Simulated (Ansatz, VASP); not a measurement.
## One calculation of Si, two programs

```
Si
1.0
    -3.30102    3.30102    1.90825
     3.30102   -3.30102    1.90825
     3.30102    3.30102   -1.90825
Si
4
Direct
  0.15928 0.16836 0.34860
  0.82255 0.83164 0.63322
  0.18793 0.82115 0.00909
  0.83024 0.17885 0.00909
```

Change from the starting cell: mode 7 frozen in at -0.060 Å and mode 10 at -0.040 Å (largest displacements).

Alike in both runs: task single point; functional LDA; k mesh 10 × 10 × 10; occupations gaussian, width 0.03 eV; no spin polarisation.

```csv
,VASP,Ansatz
version,VASP 6.6.1,Ansatz 0.2.0
potentials or method,"VASP PAW LDA potentials, release 64 (Si), cutoff 520 eV","scalar-relativistic, plane waves, PAW"
valence electrons in the cell,16,16
```

Ansatz gave:

- gap on the k mesh at the Fermi level (eV): 0.06
- least direct gap on the mesh (eV): 0.21
- pressure (GPa): 0.7
- traceless stress, the component that is largest in VASP (GPa): -1.21
- rms of the force components (eV/Å): 0.726

Question: What did VASP give for the same quantities?

Answer: gap on the k mesh at the Fermi level (eV): 0.06; least direct gap on the mesh (eV): 0.21; pressure (GPa): 0.7; traceless stress, the component that is largest in VASP (GPa): -1.21; rms of the force components (eV/Å): 0.727.

Ansatz warns that its potentials were made for another functional, while VASP's fit it. LDA's correlation is that of Perdew and Zunger in VASP and of Perdew and Wang (1992) in Ansatz. Atom by atom the forces differ by 0.002 eV/Å (rms over components).
